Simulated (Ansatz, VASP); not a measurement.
# HfC53: VASP beside Ansatz

```
CELL_PARAMETERS angstrom
0.00000 5.35011 5.35011
5.35011 0.00000 5.35011
5.35011 5.35011 0.00000
ATOMIC_POSITIONS crystal
Hf 0.00000 0.00000 0.00000
C 0.00000 0.00000 0.33333
C 0.00000 0.00000 0.66667
C 0.00000 0.33333 0.00000
C 0.00000 0.33333 0.33333
C 0.00000 0.33333 0.66667
C 0.00000 0.66667 0.00000
C 0.00000 0.66667 0.33333
C 0.00000 0.66667 0.66667
C 0.33333 0.00000 0.00000
C 0.33333 0.00000 0.33333
C 0.33333 0.00000 0.66667
C 0.33333 0.33333 0.00000
C 0.33333 0.33333 0.33333
C 0.33333 0.33333 0.66667
C 0.33333 0.66667 0.00000
C 0.33333 0.66667 0.33333
C 0.33333 0.66667 0.66667
C 0.66667 0.00000 0.00000
C 0.66667 0.00000 0.33333
C 0.66667 0.00000 0.66667
C 0.66667 0.33333 0.00000
C 0.66667 0.33333 0.33333
C 0.66667 0.33333 0.66667
C 0.66667 0.66667 0.00000
C 0.66667 0.66667 0.33333
C 0.66667 0.66667 0.66667
C 0.08333 0.08333 0.08333
C 0.08333 0.08333 0.41667
C 0.08333 0.08333 0.75000
C 0.08333 0.41667 0.08333
C 0.08333 0.41667 0.41667
C 0.08333 0.41667 0.75000
C 0.08333 0.75000 0.08333
C 0.08333 0.75000 0.41667
C 0.08333 0.75000 0.75000
C 0.41667 0.08333 0.08333
C 0.41667 0.08333 0.41667
C 0.41667 0.08333 0.75000
C 0.41667 0.41667 0.08333
C 0.41667 0.41667 0.41667
C 0.41667 0.41667 0.75000
C 0.41667 0.75000 0.08333
C 0.41667 0.75000 0.41667
C 0.41667 0.75000 0.75000
C 0.75000 0.08333 0.08333
C 0.75000 0.08333 0.41667
C 0.75000 0.08333 0.75000
C 0.75000 0.41667 0.08333
C 0.75000 0.41667 0.41667
C 0.75000 0.41667 0.75000
C 0.75000 0.75000 0.08333
C 0.75000 0.75000 0.41667
C 0.75000 0.75000 0.75000
```

Alike in both runs: task electric field gradients; functional PBE; k mesh 3 × 3 × 3; occupations fermi-dirac, width 0.01 eV; no spin polarisation.

|  | VASP | Ansatz |
| --- | --- | --- |
| version | VASP 6.6.1 | Ansatz 0.2.0 |
| potentials or method | VASP PAW PBE potentials, release 64 (Hf_pv, C) | plane-wave PAW, scalar-relativistic |
| plane-wave cutoff (eV) | 520 | 420 |
| valence electrons in the cell | 222 | 238 |

VASP gave:

```
gap on the k mesh at the Fermi level (eV)            : 2.02
rms of the force components (eV/Å)                   : 4.910
size of Vzz on the site where it differs most (V/Å²) : 44.6
```

Task: What did Ansatz give for the same quantities?

Result: gap on the k mesh at the Fermi level (eV): 1.83; rms of the force components (eV/Å): 4.681; size of Vzz on the site where it differs most (V/Å²): 43.6.

Atom by atom the forces differ by 0.230 eV/Å (rms over components). VASP's potentials hold 222 valence electrons a cell and Ansatz's 238, so a difference there can come from the potentials and not from the codes.

Neither program's run includes spin-orbit coupling.
